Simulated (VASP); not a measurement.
# GaGe3 in VASP: notebook

Aim: see how the results for GaGe3 move with the level of theory and the settings. Levels: PBEsol, LDA. Tasks: single point.

Program: VASP 6.6.1. These are calculated values, not measurements. Logs are shortened: lines on timing, memory, paths and dates and some standing lists are left out, and cuts for length are marked.

## (1) The cell of the first run

The structure is cubic, space group Pm-3m (No. 221). Conventional cell: a = 4.362 Å, b = 4.362 Å, c = 4.362 Å, α = 90.00°, β = 90.00°, γ = 90.00°. Ge (site symmetry 4/mmm) has 8 Ge at 3.08 Å and 4 Ga at 3.08 Å within 4.1 Å. Ga (site symmetry m-3m) has 12 Ge at 3.08 Å within 4.1 Å.

## (2) Single point, PBEsol (volume scaled by 1.06)

INCAR

```
ALGO = Normal
EDIFF = 1E-7
ENCUT = 520
GGA = PS
ISIF = 2
ISMEAR = -1
LASPH = True
LCHARG = False
LREAL = False
LWAVE = False
NBANDS = 36
NELM = 80
PREC = Accurate
SIGMA = 0.05
```

KPOINTS

```
k-points
0
Gamma
  6 6 6
```

POSCAR

```
GaGe3
1.0
    4.3623787939      0.0000000000      0.0000000000
    0.0000000000      4.3623787939      0.0000000000
    0.0000000000      0.0000000000      4.3623787939
Ge Ga
3 1
Direct
    0.5000000000      0.5000000000      0.0000000000
    0.5000000000      0.0000000000      0.5000000000
    0.0000000000      0.5000000000      0.5000000000
    0.0000000000      0.0000000000      0.0000000000
```

Potentials or basis: VASP PAW PBE potentials, release 64 (Ge_d, Ga_d).

Launch:

```
> cat potpaw_PBE.64/Ge_d/POTCAR potpaw_PBE.64/Ga_d/POTCAR > POTCAR
> mpirun -np 1 vasp_std > vasp.out
```

OUTCAR:

```text
EDIFF = 1E-7
   ENCUT = 520
   GGA = PS
   ISIF = 2
   ISMEAR = -1
   LASPH = True
   LREAL = False
   NELM = 80
   PREC = Accurate

 ion  position               nearest neighbor table
   1  0.500  0.500  0.000-
   2  0.500  0.000  0.500-
   3  0.000  0.500  0.500-
   4  0.000  0.000  0.000-

  LATTYP: Found a simple cubic cell.
 ALAT       =     4.3623787939

  Lattice vectors:

 A1 = (   4.3623787939,   0.0000000000,   0.0000000000)
 A2 = (   0.0000000000,   4.3623787939,   0.0000000000)
 A3 = (   0.0000000000,   0.0000000000,   4.3623787939)

Analysis of symmetry for initial positions (statically):
=====================================================================
 Subroutine PRICEL returns:
 Original cell was already a primitive cell.

 Routine SETGRP: Setting up the symmetry group for a
 simple cubic supercell.

 Subroutine GETGRP returns: Found 48 space group operations
 (whereof 48 operations were pure point group operations)
 out of a pool of 48 trial point group operations.

The static configuration has the point symmetry O_h .

Analysis of symmetry for dynamics (positions and initial velocities):
=====================================================================
 Subroutine PRICEL returns:
 Original cell was already a primitive cell.

 Routine SETGRP: Setting up the symmetry group for a
 simple cubic supercell.

 Subroutine GETGRP returns: Found 48 space group operations
 (whereof 48 operations were pure point group operations)
 out of a pool of 48 trial point group operations.

The dynamic configuration has the point symmetry O_h .

 Subroutine INISYM returns: Found 48 space group operations
 (whereof 48 operations are pure point group operations),
 and found     1 'primitive' translations

----------------------------------------------------------------------------------------

                                     Primitive cell

  volume of cell :      83.0176

  direct lattice vectors                    reciprocal lattice vectors
     4.362378794  0.000000000  0.000000000     0.229232730  0.000000000  0.000000000
     0.000000000  4.362378794  0.000000000     0.000000000  0.229232730  0.000000000
     0.000000000  0.000000000  4.362378794     0.000000000  0.000000000  0.229232730

  length of vectors
     4.362378794  4.362378794  4.362378794     0.229232730  0.229232730  0.229232730

  position of ions in fractional coordinates (direct lattice)
     0.500000000  0.500000000  0.000000000
     0.500000000  0.000000000  0.500000000
     0.000000000  0.500000000  0.500000000
     0.000000000  0.000000000  0.000000000

  ion indices of the primitive-cell ions
   primitive index   ion index
                 1           1
                 2           2
                 3           3
                 4           4

----------------------------------------------------------------------------------------

 KPOINTS: k-points

Automatic generation of k-mesh.
 Grid dimensions read from file:
 generate k-points for:    6    6    6

 Generating k-lattice:

  Cartesian coordinates                     Fractional coordinates (reciprocal lattice)
     0.038205455  0.000000000  0.000000000     0.166666667  0.000000000  0.000000000
     0.000000000  0.038205455  0.000000000     0.000000000  0.166666667  0.000000000
     0.000000000  0.000000000  0.038205455     0.000000000  0.000000000  0.166666667

  Length of vectors
     0.038205455  0.038205455  0.038205455

  Shift w.r.t. Gamma in fractional coordinates (k-lattice)
     0.000000000  0.000000000  0.000000000

 Subroutine IBZKPT returns following result:
 ===========================================

 Found     20 irreducible k-points:

 Following reciprocal coordinates:
            Coordinates               Weight
  0.000000  0.000000  0.000000      1.000000
  0.166667  0.000000  0.000000      6.000000
  0.333333  0.000000  0.000000      6.000000
  0.500000  0.000000  0.000000      3.000000
  0.166667  0.166667  0.000000     12.000000
  0.333333  0.166667  0.000000     24.000000
[... 12 lines left out ...]
  0.500000  0.500000  0.333333      6.000000
  0.500000  0.500000  0.500000      1.000000
   k-points           NKPTS =     20   k-points in BZ     NKDIM =     20   number of bands    NBANDS=     36
   number of dos      NEDOS =    301   number of ions     NIONS =      4
   total plane-waves  NPLWV =  32768
   dimension x,y,z NGX =    32 NGY =   32 NGZ =   32
   dimension x,y,z NGXF=    64 NGYF=   64 NGZF=   64
   ions per type =               3   1
   NGX,Y,Z   is equivalent  to a cutoff of  12.19, 12.19, 12.19 a.u.
   NGXF,Y,Z  is equivalent  to a cutoff of  24.39, 24.39, 24.39 a.u.
 SYSTEM =  unknown system
   PREC   = accura    normal or accurate (medium, high low for compatibility)
   ISTART =      0    job   : 0-new  1-cont  2-samecut
   ICHARG =      2    charge: 1-file 2-atom 10-const
   ISPIN  =      1    spin polarized calculation?
   LNONCOLLINEAR =      F non collinear calculations
   LSORBIT =      F    spin-orbit coupling
   LASPH  =      T    aspherical Exc in radial PAW
   ENCUT  =  520.0 eV  38.22 Ry    6.18 a.u.   8.11  8.11  8.11*2*pi/ulx,y,z
   NELM   =     80;   NELMIN=  2; NELMDL= -5     # of ELM steps
   EDIFF  = 0.1E-06   stopping-criterion for ELM
   LREAL  =      F    real-space projection
   EDIFFG = 0.1E-05   stopping-criterion for IOM
   NSW    =      0    number of steps for IOM
   IBRION =     -1    ionic relax: 0-MD 1-quasi-New 2-CG
   NFREE  =      0    steps in history (QN), initial steepest desc. (CG)
   ISIF   =      2    stress and relaxation
   ISYM   =      2    0-nonsym 1-usesym 2-fastsym
   POTIM  = 0.5000    time-step for ionic-motion
   TEBEG  =    0.0;   TEEND  =   0.0 temperature during run
   PSTRESS=    0.0 pullay stress
   NELECT =      55.0000    total number of electrons
   NUPDOWN=      -1.0000    fix difference up-down
   EMIN   =  10.00;   EMAX   =-10.00  energy-range for DOS
   EFERMI =   0.00;   METHOD = LEGACY
   ISMEAR =    -1;   SIGMA  =   0.05  broadening in eV -4-tet -1-fermi 0-gaus
   EFERMI_NEDOS =   21; number of points for ismear=-14 and -15
   IALGO  =     38    algorithm
   IMIX   =      4    mixing-type and parameters
     AMIX     =   0.40;   BMIX     =  1.00
     AMIX_MAG =   1.60;   BMIX_MAG =  1.00
  volume/ion in A,a.u.               =      20.75       140.06
  Fermi-wavevector in a.u.,A,eV,Ry     =   1.427159  2.696939 27.712112  2.036783
  Thomas-Fermi vector in A             =   2.547359
   LORBIT       =      0    0 simple, 1 ext, 2 COOP (PROOUT), +10 PAW based schemes
   GGA     = PS    functional components
   LHFCALC =     F    Hartree Fock is set to
   AEXX    =    0.0000 exact exchange contribution
   IVDW    =     0    specifies the selected vdW correction
   LEPSILON=     F    determine dielectric tensor
   LRPA    =     F    only Hartree local field effects (RPA)
 non-spin polarized calculation
  energy-cutoff  :      520.00
  volume of cell :       83.02
 maximum number of plane-waves:      2272
   NGX = 17   NGY = 17   NGZ = 17

 number of electron      54.9999997 magnetization

 Free energy of the ion-electron system (eV)
  ---------------------------------------------------
  ext. energy  EPLUGINS =         0.00000000
  ---------------------------------------------------
  free energy    TOTEN  =       -17.06944831 eV

  energy without entropy =      -17.04741163  energy(sigma->0) =      -17.05842997

 E-fermi :   5.4179     XC(G=0): -10.8949

 val. band max:        5.3751258089   @ k =   0.1667   0.1667   0.0000
 cond. band min:       5.4496773661   @ k =   0.3333   0.3333   0.0000
 fundamental gap:      0.0745515572
 Fermi energy:         5.4179108993

 k-point     1 :       0.0000    0.0000    0.0000
  band No.  band energies     occupation
      1     -19.2715      2.00000
      2     -19.2715      2.00000
      3     -19.2715      2.00000
      4     -19.2616      2.00000
      5     -19.2356      2.00000
      6     -19.2356      2.00000
[... 28 lines left out ...]
     35      11.8414      0.00000
     36      12.1396      0.00000

 k-point     2 :       0.1667    0.0000    0.0000
  band No.  band energies     occupation
      1     -19.2706      2.00000
      2     -19.2649      2.00000
      3     -19.2649      2.00000
      4     -19.2574      2.00000
      5     -19.2352      2.00000
      6     -19.2319      2.00000
[... 28 lines left out ...]
     35      12.5485      0.00000
     36      13.2070      0.00000

 k-point     3 :       0.3333    0.0000    0.0000
  band No.  band energies     occupation
      1     -19.2686      2.00000
      2     -19.2470      2.00000
      3     -19.2467      2.00000
      4     -19.2467      2.00000
      5     -19.2339      2.00000
      6     -19.2225      2.00000
[... 28 lines left out ...]
     35      11.9454      0.00000
     36      11.9454      0.00000

 k-point     4 :       0.5000    0.0000    0.0000
  band No.  band energies     occupation
      1     -19.2675      2.00000
      2     -19.2400      2.00000
      3     -19.2322      2.00000
      4     -19.2271      2.00000
      5     -19.2271      2.00000
      6     -19.2170      2.00000
[... 28 lines left out ...]
     35      10.9607      0.00000
     36      10.9607      0.00000

 k-point     5 :       0.1667    0.1667    0.0000
  band No.  band energies     occupation
      1     -19.2657      2.00000
      2     -19.2622      2.00000
      3     -19.2612      2.00000
      4     -19.2525      2.00000
      5     -19.2332      2.00000
      6     -19.2292      2.00000
[... 499 lines left out ...]
 k-point    18 :       0.5000    0.3333    0.3333
  band No.  band energies     occupation
      1     -19.2472      2.00000
      2     -19.2420      2.00000
      3     -19.2413      2.00000
      4     -19.2399      2.00000
      5     -19.2381      2.00000
      6     -19.2373      2.00000
[... 28 lines left out ...]
     35      12.2044      0.00000
     36      12.5864      0.00000

 k-point    19 :       0.5000    0.5000    0.3333
  band No.  band energies     occupation
      1     -19.2439      2.00000
      2     -19.2439      2.00000
      3     -19.2424      2.00000
      4     -19.2411      2.00000
      5     -19.2397      2.00000
      6     -19.2397      2.00000
[... 28 lines left out ...]
     35      13.0503      0.00000
     36      13.0503      0.00000

 k-point    20 :       0.5000    0.5000    0.5000
  band No.  band energies     occupation
      1     -19.2450      2.00000
      2     -19.2450      2.00000
      3     -19.2450      2.00000
      4     -19.2438      2.00000
      5     -19.2425      2.00000
      6     -19.2425      2.00000
[... 28 lines left out ...]
     35      13.4955      0.00000
     36      13.4955      0.00000

------------------------ aborting loop because EDIFF is reached ----------------------------------------

  FORCE on cell =-STRESS in cart. coord.  units (eV):
  Direction    XX          YY          ZZ          XY          YZ          ZX
  --------------------------------------------------------------------------------------
  -------------------------------------------------------------------------------------
  Total       -3.0835990     -3.0835990     -3.0835990      0.0000000      0.0000000      0.0000000
  in kB      -59.5111512    -59.5111512    -59.5111512      0.0000000      0.0000000      0.0000000
  external PRESSURE =     -59.5111512 kB  Pullay stress =       0.0000000 kB

 VOLUME and BASIS-vectors are now :
 -----------------------------------------------------------------------------
  energy-cutoff  :      520.00
  volume of cell :       83.02
      direct lattice vectors                 reciprocal lattice vectors
     4.362378794  0.000000000  0.000000000     0.229232730  0.000000000  0.000000000
     0.000000000  4.362378794  0.000000000     0.000000000  0.229232730  0.000000000
     0.000000000  0.000000000  4.362378794     0.000000000  0.000000000  0.229232730

 POSITION                                       TOTAL-FORCE (eV/Angst)
 -----------------------------------------------------------------------------------
      2.18119      2.18119      0.00000         0.000000      0.000000      0.000000
      2.18119      0.00000      2.18119         0.000000      0.000000      0.000000
      0.00000      2.18119      2.18119         0.000000      0.000000      0.000000
      0.00000      0.00000      0.00000         0.000000      0.000000      0.000000
 -----------------------------------------------------------------------------------
    total drift:                                0.000000     -0.000000     -0.000000

  FREE ENERGIE OF THE ION-ELECTRON SYSTEM (eV)
  ---------------------------------------------------
  free  energy   TOTEN  =       -17.0694483092 eV

  energy  without entropy=      -17.0474116292  energy(sigma->0) =      -17.05842997
```

Run time: 25 s. Hardware: 1 thread of Intel Xeon Platinum 8375C at 2.90GHz (Ice Lake), shared host; peak memory 0.2 GiB.

What came out:

```yaml
Free_energy: -17.0694 eV
Pressure: -6.0 GPa
```

Levels at points of the mesh, in eV from the Fermi level:
```
           k point  band 26  band 27  band 28  band 29  band 30  band 31
(0.00, 0.00, 0.00)    -3.53    -3.38     2.48     2.48     2.48     3.40
(0.50, 0.00, 0.00)    -1.77    -1.18    -1.18     0.04     0.30     3.98
(0.50, 0.50, 0.00)    -0.25    -0.25     0.11     0.28     0.28     0.53
(0.50, 0.50, 0.50)    -4.58    -4.58    -4.58     6.21     6.21     6.26
```

Caveat: the PAW data sets were made with another functional, which shifts forces and pressure a little.

## (3) Single point, PBEsol (atoms moved at random)

INCAR

```
  ALGO = Normal
  EDIFF = 1E-6
  ENCUT = 520
  GGA = PS
  ISIF = 2
  ISMEAR = -1
  LASPH = True
  LCHARG = False
  LREAL = False
  LWAVE = False
  NBANDS = 36
  NELM = 100
  PREC = Accurate
  SIGMA = 0.05
```

KPOINTS is that of step 2.

POSCAR

```
GaGe3
1.0
    4.2784660000      0.0000000000      0.0000000000
    0.0000000000      4.2784660000      0.0000000000
    0.0000000000      0.0000000000      4.2784660000
Ge Ga
3 1
Direct
    0.5006010000      0.4993680000     -0.0079840000
    0.5150890000     -0.0068830000      0.4946610000
    0.0124480000      0.4926530000      0.4999670000
    0.0036790000      0.0065190000      0.0059030000
```

Potentials or basis: VASP PAW PBE potentials, release 64 (Ge_d, Ga_d).

Launch:

```
> cat potpaw_PBE.64/Ge_d/POTCAR potpaw_PBE.64/Ga_d/POTCAR > POTCAR
> mpirun -np 1 vasp_std > vasp.out
```

Run time: 1.9 min. Hardware: 1 thread of Intel Xeon Platinum 8375C at 2.90GHz (Ice Lake), shared host; peak memory 0.36 GiB.

It converged, with:

- Free energy: -17.2085 eV
- Pressure: -3.4 GPa
- Largest force: 0.109 eV/Å

Forces in eV/Å, atoms in the order of the input:
```
Ge  -0.070  0.078 -0.032
Ge   0.043 -0.041  0.014
Ge   0.017  0.024  0.057
Ga   0.010 -0.061 -0.039
```

Stress tensor (GPa, compression positive):
```
-3.44  0.02 -0.03
 0.02 -3.50  0.01
-0.03  0.01 -3.40
```

Levels at points of the mesh, in eV from the Fermi level:
```csv
k point,band 24,band 25,band 26,band 27,band 28,band 29,band 30,band 31,band 32,band 33
"(0.00, 0.00, 0.00)",-3.82,-3.77,-3.76,-3.28,2.59,2.61,2.61,3.52,3.53,3.54
"(0.50, 0.00, 0.00)",-3.33,-1.92,-1.91,-1.33,-1.32,-0.03,0.22,4.39,4.52,4.66
"(0.00, 0.50, 0.00)",-3.33,-1.93,-1.92,-1.33,-1.31,-0.03,0.21,4.38,4.53,4.66
"(0.00, 0.00, 0.50)",-3.34,-1.93,-1.92,-1.34,-1.31,0.00,0.23,4.38,4.47,4.66
"(0.50, 0.50, 0.00)",-7.12,-0.75,-0.18,-0.18,-0.03,0.24,0.30,0.67,1.62,6.16
"(0.00, 0.50, 0.50)",-7.13,-0.74,-0.20,-0.19,0.02,0.24,0.29,0.68,1.60,6.17
"(0.50, 0.00, 0.50)",-7.13,-0.74,-0.19,-0.17,0.04,0.24,0.25,0.66,1.61,6.18
"(0.50, 0.50, 0.50)",-5.36,-5.28,-4.88,-4.88,-4.81,6.60,6.61,6.67,6.68,6.68
```

Caveat: the cell differs from its parent crystal (atoms moved at random); the PAW data sets were made with another functional, which shifts forces and pressure a little.

[end of part 1 of 2]
